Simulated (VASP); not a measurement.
The system is TiNb3.

```
CELL_PARAMETERS angstrom
3.93027 0.00000 0.00000
0.00000 3.93027 0.00000
0.00000 0.00000 3.93027
ATOMIC_POSITIONS crystal
Ti 0.00000 0.00000 0.00000
Nb 0.00000 0.50000 0.50000
Nb 0.50000 0.00000 0.50000
Nb 0.50000 0.50000 0.00000
```

| Property | Result |
| --- | --- |
| Program | VASP 6.6.1 |
| Task | relaxation of cell and atoms |
| Functional | PBE |
| Potentials or basis | VASP PAW PBE potentials, release 64 (Ti_sv, Nb_sv) |
| Cutoff | 600 eV |
| k mesh | 4 × 4 × 4 |
| Occupations | gaussian, width 0.1 eV |
| Spin | no spin polarisation |

At the start: pressure 36.3 GPa; volume 15.18 Å³/atom.

**Question.** Where does the relaxation end?

**Answer.** Over 4 steps the energy falls by 296.4 meV/atom and the volume is 18.26 Å³/atom (+20.3 %); space group Pm-3m (No. 221, to 0.1 Å) before and after.

The path:
| step | energy change (eV) | largest force (eV/Å) | pressure (GPa) | volume (Å³) |
| --- | --- | --- | --- | --- |
| 1 | 0.0000 | 0.0000 | 36.33 | 60.71 |
| 2 | 1.0013 | 0.0000 | -24.28 | 96.25 |
| 3 | -1.1812 | 0.0000 | -1.62 | 73.77 |
| 4 | -1.1855 | 0.0000 | -0.28 | 73.05 |

Final structure:
```
CELL_PARAMETERS angstrom
4.18038 0.00000 0.00000
0.00000 4.18038 0.00000
0.00000 0.00000 4.18038
ATOMIC_POSITIONS crystal
Ti 0.00000 0.00000 0.00000
Nb 0.00000 0.50000 0.50000
Nb 0.50000 0.00000 0.50000
Nb 0.50000 0.50000 0.00000
```

Caveat: the k points lie up to 0.38 Å⁻¹ apart in the final cell, too coarse for converged energies and pressures of a metal; the volume moved by over 15 % at a fixed basis, so the end points are rough.
